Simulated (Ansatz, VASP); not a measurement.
IrO in VASP and in Ansatz

```xyz
2
Lattice="0.0000 2.3648 2.3648 2.3648 0.0000 2.3648 2.3648 2.3648 0.0000" Properties=species:S:1:pos:R:3 pbc="T T T"
Ir    0.0000    0.0000    0.0000
O     1.1824    1.1824    1.1824
```

Alike in both runs: task single point; functional r2SCAN; k mesh 16 × 16 × 16; occupations gaussian, width 0.1 eV; collinear spin.

|  | VASP | Ansatz |
| --- | --- | --- |
| version | VASP 6.6.1 | Ansatz 0.2.0 |
| potentials or method | VASP PAW PBE potentials, release 64 (Ir, O), cutoff 520 eV | scalar-relativistic, plane waves, PAW |
| valence electrons in the cell | 15 | 23 |

VASP gave:

```
gap on the k mesh at the Fermi level (eV)                     : none
pressure (GPa)                                                : 2.2
net moment per atom (μB)                                      : 0.00
size of the moment on the site where the two differ most (μB) : 0.00
```

**Question.** Estimate Ansatz's values.

**Answer.** gap on the k mesh at the Fermi level (eV): none; pressure (GPa): 1.6; net moment per atom (μB): 0.52; size of the moment on the site where the two differ most (μB): 0.70.

The net moments are unlike, so the other rows may belong to different states. VASP's potentials were made for PBE, not for r2SCAN. Site moments also hang on the region over which each program counts them. A gap of «none» marks a metal or a gap that the smearing closes. VASP's potentials hold 15 valence electrons a cell and Ansatz's 23, so a difference there can come from the potentials and not from the codes. Ansatz's warnings: stability check not made.

Spin-orbit coupling is off throughout.
